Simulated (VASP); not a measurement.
# NiO in VASP: single point with r2SCAN

Aim: the single point of NiO with r2SCAN.

All numbers are computed with VASP 6.6.1; they aren't measurements. Logs are shortened: lines on timing, memory, paths and dates and some standing lists are left out, and cuts for length are marked.

## Step 1: The cell of the first run

The cell holds a wire or tube with vacuum around it, 4 atoms: a = 11.000 Å, b = 9.300 Å, c = 3.770 Å, α = 90.00°, β = 90.00°, γ = 90.00°.

## Step 2: Single point, r2SCAN, collinear spin, ferromagnetic start

POSCAR

```
NiO
1.0
   11.0000000000      0.0000000000      0.0000000000
    0.0000000000      9.3000000000      0.0000000000
    0.0000000000      0.0000000000      3.7695809203
Ni O
2 2
Direct
    0.4100440917      0.5000000000      0.0000000000
    0.5899559083      0.5000000000      0.5000000000
    0.4100440917      0.5000000000      0.5000000000
    0.5899559083      0.5000000000      0.0000000000
```

INCAR.step1

```
ALGO = Normal
EDIFF = 1E-4
ENCUT = 520
GGA = PE
ISMEAR = 0
ISPIN = 2
LASPH = True
LCHARG = False
LMAXMIX = 4
LREAL = False
LWAVE = True
MAGMOM = 1.84 1.84 0.5 0.5
NBANDS = 28
NELM = 150
PREC = Accurate
SIGMA = 0.05
```

INCAR.step2

```
ALGO = Normal
EDIFF = 1E-6
ENCUT = 520
ISIF = 2
ISMEAR = 0
ISPIN = 2
ISTART = 1
LASPH = True
LCHARG = False
LMAXMIX = 4
LMIXTAU = True
LORBIT = 11
LREAL = False
LWAVE = False
MAGMOM = 1.84 1.84 0.5 0.5
METAGGA = R2SCAN
NBANDS = 28
NELM = 150
PREC = Accurate
SIGMA = 0.05
```

KPOINTS

```
k-points
0
Gamma
  1 1 17
```

Potentials or basis: VASP PAW PBE potentials, release 64 (Ni, O).

Started as:

```console
$ cat potpaw_PBE.64/Ni/POTCAR potpaw_PBE.64/O/POTCAR > POTCAR
$ cp INCAR.step1 INCAR
$ mpirun -np 1 vasp_std > vasp.out
$ cp INCAR.step2 INCAR
$ mpirun -np 1 vasp_std > vasp.out
```

OUTCAR:

```text
EDIFF = 1E-6
   ENCUT = 520
   ISIF = 2
   ISMEAR = 0
   ISPIN = 2
   ISTART = 1
   LASPH = True
   LORBIT = 11
   LREAL = False
   METAGGA = R2SCAN
   NELM = 150
   PREC = Accurate

 ion  position               nearest neighbor table
   1  0.410  0.500  0.000-   3 1.88   3 1.88   4 1.98   2 2.73   2 2.73
   2  0.590  0.500  0.500-   4 1.88   4 1.88   3 1.98   1 2.73   1 2.73
   3  0.410  0.500  0.500-   1 1.88   1 1.88   2 1.98
   4  0.590  0.500  0.000-   2 1.88   2 1.88   1 1.98

  LATTYP: Found a simple orthorhombic cell.
 ALAT       =     3.7695809203
 B/A-ratio  =     2.4671177504
 C/A-ratio  =     2.9180962639

  Lattice vectors:

 A1 = (   0.0000000000,   0.0000000000,  -3.7695809203)
 A2 = (   0.0000000000,   9.3000000000,   0.0000000000)
 A3 = (  11.0000000000,   0.0000000000,   0.0000000000)

Analysis of symmetry for initial positions (statically):
=====================================================================
 Subroutine PRICEL returns:
 Original cell was already a primitive cell.

 Routine SETGRP: Setting up the symmetry group for a
 simple orthorhombic supercell.

 Subroutine GETGRP returns: Found  8 space group operations
 (whereof  4 operations were pure point group operations)
 out of a pool of  8 trial point group operations.

The static configuration has the point symmetry C_2v.
 The point group associated with its full space group is D_2h.

Analysis of symmetry for dynamics (positions and initial velocities):
=====================================================================
 Subroutine PRICEL returns:
 Original cell was already a primitive cell.

 Routine SETGRP: Setting up the symmetry group for a
 simple orthorhombic supercell.

 Subroutine GETGRP returns: Found  8 space group operations
 (whereof  4 operations were pure point group operations)
 out of a pool of  8 trial point group operations.

The dynamic configuration has the point symmetry C_2v.
 The point group associated with its full space group is D_2h.

Analysis of structural, dynamic, and magnetic symmetry:
=====================================================================
 Subroutine PRICEL returns:
 Original cell was already a primitive cell.

 Routine SETGRP: Setting up the symmetry group for a
 simple orthorhombic supercell.

 Subroutine GETGRP returns: Found  8 space group operations
 (whereof  4 operations were pure point group operations)
 out of a pool of  8 trial point group operations.

The overall configuration has the point symmetry C_2v.
 The point group associated with its full space group is D_2h.

 Subroutine INISYM returns: Found  8 space group operations
 (whereof  4 operations are pure point group operations),
 and found     1 'primitive' translations

----------------------------------------------------------------------------------------

                                     Primitive cell

  volume of cell :     385.6281

  direct lattice vectors                    reciprocal lattice vectors
    11.000000000  0.000000000  0.000000000     0.090909091  0.000000000  0.000000000
     0.000000000  9.300000000  0.000000000     0.000000000  0.107526882  0.000000000
     0.000000000  0.000000000  3.769580920     0.000000000  0.000000000  0.265281479

  length of vectors
    11.000000000  9.300000000  3.769580920     0.090909091  0.107526882  0.265281479

  position of ions in fractional coordinates (direct lattice)
     0.410044092  0.500000000  0.000000000
     0.589955908  0.500000000  0.500000000
     0.410044092  0.500000000  0.500000000
     0.589955908  0.500000000  0.000000000

  ion indices of the primitive-cell ions
   primitive index   ion index
                 1           1
                 2           2
                 3           3
                 4           4

----------------------------------------------------------------------------------------

 KPOINTS: k-points

Automatic generation of k-mesh.
 Grid dimensions read from file:
 generate k-points for:    1    1   17

 Generating k-lattice:

  Cartesian coordinates                     Fractional coordinates (reciprocal lattice)
     0.090909091  0.000000000  0.000000000     1.000000000  0.000000000  0.000000000
     0.000000000  0.107526882  0.000000000     0.000000000  1.000000000  0.000000000
     0.000000000  0.000000000  0.015604793     0.000000000  0.000000000  0.058823529

  Length of vectors
     0.090909091  0.107526882  0.015604793

  Shift w.r.t. Gamma in fractional coordinates (k-lattice)
     0.000000000  0.000000000  0.000000000

 Subroutine IBZKPT returns following result:
 ===========================================

 Found      9 irreducible k-points:

 Following reciprocal coordinates:
            Coordinates               Weight
  0.000000  0.000000  0.000000      1.000000
  0.000000  0.000000  0.058824      2.000000
  0.000000  0.000000  0.117647      2.000000
  0.000000  0.000000  0.176471      2.000000
  0.000000  0.000000  0.235294      2.000000
  0.000000  0.000000  0.294118      2.000000
  0.000000  0.000000  0.352941      2.000000
  0.000000  0.000000  0.411765      2.000000
  0.000000  0.000000  0.470588      2.000000
   k-points           NKPTS =      9   k-points in BZ     NKDIM =      9   number of bands    NBANDS=     28
   number of dos      NEDOS =    301   number of ions     NIONS =      4
   total plane-waves  NPLWV = 164640
   dimension x,y,z NGX =    84 NGY =   70 NGZ =   28
   dimension x,y,z NGXF=   168 NGYF=  140 NGZF=   56
   ions per type =               2   2
   NGX,Y,Z   is equivalent  to a cutoff of  12.70, 12.51, 12.35 a.u.
   NGXF,Y,Z  is equivalent  to a cutoff of  25.39, 25.03, 24.70 a.u.
 SYSTEM =  unknown system
   PREC   = accura    normal or accurate (medium, high low for compatibility)
   ISTART =      1    job   : 0-new  1-cont  2-samecut
   ICHARG =      0    charge: 1-file 2-atom 10-const
   ISPIN  =      2    spin polarized calculation?
   LNONCOLLINEAR =      F non collinear calculations
   LSORBIT =      F    spin-orbit coupling
   LASPH  =      T    aspherical Exc in radial PAW
   ENCUT  =  520.0 eV  38.22 Ry    6.18 a.u.  20.45 17.29  7.01*2*pi/ulx,y,z
   NELM   =    150;   NELMIN=  2; NELMDL=  0     # of ELM steps
   EDIFF  = 0.1E-05   stopping-criterion for ELM
   LREAL  =      F    real-space projection
   EDIFFG = 0.1E-04   stopping-criterion for IOM
   NSW    =      0    number of steps for IOM
   IBRION =     -1    ionic relax: 0-MD 1-quasi-New 2-CG
   NFREE  =      0    steps in history (QN), initial steepest desc. (CG)
   ISIF   =      2    stress and relaxation
   ISYM   =      2    0-nonsym 1-usesym 2-fastsym
   POTIM  = 0.5000    time-step for ionic-motion
   TEBEG  =    0.0;   TEEND  =   0.0 temperature during run
   PSTRESS=    0.0 pullay stress
   NELECT =      32.0000    total number of electrons
   NUPDOWN=      -1.0000    fix difference up-down
   EMIN   =  10.00;   EMAX   =-10.00  energy-range for DOS
   EFERMI =   0.00;   METHOD = LEGACY
   ISMEAR =     0;   SIGMA  =   0.05  broadening in eV -4-tet -1-fermi 0-gaus
   EFERMI_NEDOS =   21; number of points for ismear=-14 and -15
   IALGO  =     38    algorithm
   IMIX   =      4    mixing-type and parameters
     AMIX     =   0.40;   BMIX     =  1.00
     AMIX_MAG =   1.60;   BMIX_MAG =  1.00
  volume/ion in A,a.u.               =      96.41       650.59
  Fermi-wavevector in a.u.,A,eV,Ry     =   0.714061  1.349379  6.937379  0.509883
  Thomas-Fermi vector in A             =   1.801862
   LORBIT       =     11    0 simple, 1 ext, 2 COOP (PROOUT), +10 PAW based schemes
   METAGGA = R2SCAN    functional components
   LHFCALC =     F    Hartree Fock is set to
   AEXX    =    0.0000 exact exchange contribution
   IVDW    =     0    specifies the selected vdW correction
   LEPSILON=     F    determine dielectric tensor
   LRPA    =     F    only Hartree local field effects (RPA)
 spin polarized calculation
 Gauss-broadening in eV      SIGMA  =   0.05
  energy-cutoff  :      520.00
  volume of cell :      385.63
 maximum number of plane-waves:     10428
 NGX is ok and might be reduce to    84
   NGX = 41   NGY = 35   NGZ = 15

 number of electron      31.9999962 magnetization       3.9999658

 Free energy of the ion-electron system (eV)
  ---------------------------------------------------
  ext. energy  EPLUGINS =         0.00000000
  ---------------------------------------------------
  free energy    TOTEN  =       -36.94182562 eV

  energy without entropy =      -36.94182562  energy(sigma->0) =      -36.94182562

 E-fermi :  -3.9298     XC(G=0):  -2.1965

 val. band max:       -4.1216040951   @ k =   0.0000   0.0000   0.4118
 cond. band min:      -3.7425212651   @ k =   0.0000   0.0000   0.0000
 fundamental gap:      0.3790828300
 Fermi energy:        -3.9297950901

 spin component 1

 k-point     1 :       0.0000    0.0000    0.0000
  band No.  band energies     occupation
      1     -23.3881      1.00000
      2     -22.7879      1.00000
      3      -8.9635      1.00000
      4      -8.7609      1.00000
      5      -8.3464      1.00000
      6      -8.0245      1.00000
[... 20 lines left out ...]
     27       3.5164      0.00000
     28       4.0395      0.00000

 k-point     2 :       0.0000    0.0000    0.0588
  band No.  band energies     occupation
      1     -23.3740      1.00000
      2     -22.7823      1.00000
      3      -8.9751      1.00000
      4      -8.8814      1.00000
      5      -8.3750      1.00000
      6      -8.0815      1.00000
[... 209 lines left out ...]
 k-point     9 :       0.0000    0.0000    0.4706
  band No.  band energies     occupation
      1     -22.8113      1.00000
      2     -22.7505      1.00000
      3     -10.7857      1.00000
      4     -10.7092      1.00000
      5      -9.1497      1.00000
      6      -9.1103      1.00000
[... 20 lines left out ...]
     27       4.6545      0.00000
     28       4.9169      0.00000
 Fermi energy:        -3.9297950901

 spin component 2

 k-point     1 :       0.0000    0.0000    0.0000
  band No.  band energies     occupation
      1     -22.7034      1.00000
      2     -22.0169      1.00000
      3      -8.3723      1.00000
      4      -7.7086      1.00000
      5      -7.0340      1.00000
      6      -6.9759      1.00000
[... 20 lines left out ...]
     27       3.5862      0.00000
     28       4.2075      0.00000

 k-point     2 :       0.0000    0.0000    0.0588
  band No.  band energies     occupation
      1     -22.6883      1.00000
      2     -22.0114      1.00000
      3      -8.4779      1.00000
      4      -7.7557      1.00000
      5      -7.1478      1.00000
      6      -6.9823      1.00000
[... 209 lines left out ...]
 k-point     9 :       0.0000    0.0000    0.4706
  band No.  band energies     occupation
      1     -22.0772      1.00000
      2     -22.0074      1.00000
      3     -10.1461      1.00000
      4     -10.0511      1.00000
      5      -7.8769      1.00000
      6      -7.8255      1.00000
[... 20 lines left out ...]
     27       4.7404      0.00000
     28       5.0489      0.00000

------------------------ aborting loop because EDIFF is reached ----------------------------------------

  FORCE on cell =-STRESS in cart. coord.  units (eV):
  Direction    XX          YY          ZZ          XY          YZ          ZX
  --------------------------------------------------------------------------------------
  -------------------------------------------------------------------------------------
  Total       -0.4018864     -0.0532706     -8.0070369      0.0000000      0.0000000      0.0000000
  in kB       -1.6697261     -0.2213247    -33.2670055      0.0000000      0.0000000      0.0000000
  external PRESSURE =     -11.7193521 kB  Pullay stress =       0.0000000 kB

 VOLUME and BASIS-vectors are now :
 -----------------------------------------------------------------------------
  energy-cutoff  :      520.00
  volume of cell :      385.63
      direct lattice vectors                 reciprocal lattice vectors
    11.000000000  0.000000000  0.000000000     0.090909091  0.000000000  0.000000000
     0.000000000  9.300000000  0.000000000     0.000000000  0.107526882  0.000000000
     0.000000000  0.000000000  3.769580920     0.000000000  0.000000000  0.265281479

 POSITION                                       TOTAL-FORCE (eV/Angst)
 -----------------------------------------------------------------------------------
      4.51049      4.65000      0.00000         0.058230      0.000000      0.000000
      6.48951      4.65000      1.88479        -0.058230      0.000000      0.000000
      4.51049      4.65000      1.88479         0.101040      0.000000      0.000000
      6.48951      4.65000      0.00000        -0.101040      0.000000      0.000000
 -----------------------------------------------------------------------------------
    total drift:                                0.000000     -0.000000     -0.000000

  FREE ENERGIE OF THE ION-ELECTRON SYSTEM (eV)
  ---------------------------------------------------
  free  energy   TOTEN  =       -36.9418256245 eV

  energy  without entropy=      -36.9418256231  energy(sigma->0) =      -36.94182562

 total charge

# of ion       s       p       d       tot
------------------------------------------
    1        0.416   0.398   8.123   8.936
    2        0.416   0.398   8.123   8.936
    3        1.558   3.429   0.000   4.988
    4        1.558   3.429   0.000   4.988
--------------------------------------------------
tot          3.948   7.654  16.246  27.848

 magnetization (x)

# of ion       s       p       d       tot
------------------------------------------
    1        0.010   0.022   1.558   1.590
    2        0.010   0.022   1.558   1.590
    3        0.013   0.306   0.000   0.320
    4        0.013   0.306   0.000   0.320
--------------------------------------------------
tot          0.047   0.656   3.116   3.819
```

Wall time 9.8 min (1 thread of Intel Xeon 6975P-C (Granite Rapids), shared host); peak memory 0.72 GiB.

What came out:

```
Free energy                                           : -36.9418 eV
Largest force                                         : 0.101 eV/Å
Band gap on the k mesh                                : 0.38 eV (least direct gap 0.78 eV)
Net moment                                            : 4.00 μB per cell
Site moments                                          : Ni +1.59; O +0.32 μB
Valence electrons inside the program's atomic spheres : Ni 8.94; O 4.99
```

Forces in eV/Å, atoms in the order of the input:
```
Ni   0.058  0.000  0.000
Ni  -0.058  0.000  0.000
O    0.101  0.000  0.000
O   -0.101  0.000  0.000
```

Caveat: the PAW data sets were made with another functional, which shifts forces and pressure a little.
